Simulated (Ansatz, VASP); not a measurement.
**Two plane-wave programs on Mn**

File INCAR:

```
SYSTEM = Mn
PREC = Accurate
ENCUT = 600
EDIFF = 1E-6
ISMEAR = 0
SIGMA = 0.1
LREAL = .False.
LASPH = .True.
NELM = 60
ALGO = Normal
ISIF = 3
LWAVE = .False.
LCHARG = .False.
GGA = PS
IBRION = 2
NSW = 100
EDIFFG = -0.01
```

Contents of KPOINTS:

```
Automatic mesh
0
Gamma
  28 28 28
  0 0 0
```

POSCAR

```
Mn
1.0
    0.0000000000      1.7293154023      1.7293154023
    1.7293154023      0.0000000000      1.7293154023
    1.7293154023      1.7293154023      0.0000000000
Mn
1
Direct
    0.5000000000      0.5000000000      0.5000000000
```

Input for Ansatz:

```yaml
crystal:
  lattice:
    - [0.0, 1.7293154023, 1.7293154023]
    - [1.7293154023, 0.0, 1.7293154023]
    - [1.7293154023, 1.7293154023, 0.0]
  atoms:
    - { symbol: Mn, position: [0.5, 0.5, 0.5] }
basis:
  ecutwfc: 420
kpoints:
  mp_grid: { grid: [28, 28, 28] }
hamiltonian:
  xc: pbesol
scf:
  occupations: { method: gaussian, width: 0.1 }
output:
  forces: true
  stress: true
  eigenvalues: true
relax:
  adjacent_minimum: "off"
  f_tol: 0.01
  max_steps: 80
  cell: { stress_tol: 0.05 }
```

Alike in both runs: task relaxation of cell and atoms; functional PBEsol; k mesh 28 × 28 × 28; occupations gaussian, width 0.1 eV; no spin polarisation.

```csv
,VASP,Ansatz
version,VASP 6.6.1,Ansatz 0.2.0
potentials or method,"VASP PAW PBE potentials, release 64 (Mn_pv), cutoff 600 eV","scalar-relativistic, plane waves, PAW"
valence electrons in the cell,13,15
```

Ansatz gave:

| Item | Value |
| --- | --- |
| gap on the k mesh at the Fermi level, each at its own relaxed structure (eV) | none |
| relaxed volume (Å³/atom) | 10.36 |
| relaxed cell length with the largest relative difference (Å) | 2.447 |

**Question.** What did VASP give for the same quantities?

**Answer.** gap on the k mesh at the Fermi level, each at its own relaxed structure (eV): none; relaxed volume (Å³/atom): 10.35; relaxed cell length with the largest relative difference (Å): 2.446.

VASP's potentials were made for PBE, not for PBEsol. A gap of «none» marks a metal or a gap that the smearing closes. VASP's potentials hold 13 valence electrons a cell and Ansatz's 15, so a difference there can come from the potentials and not from the codes.
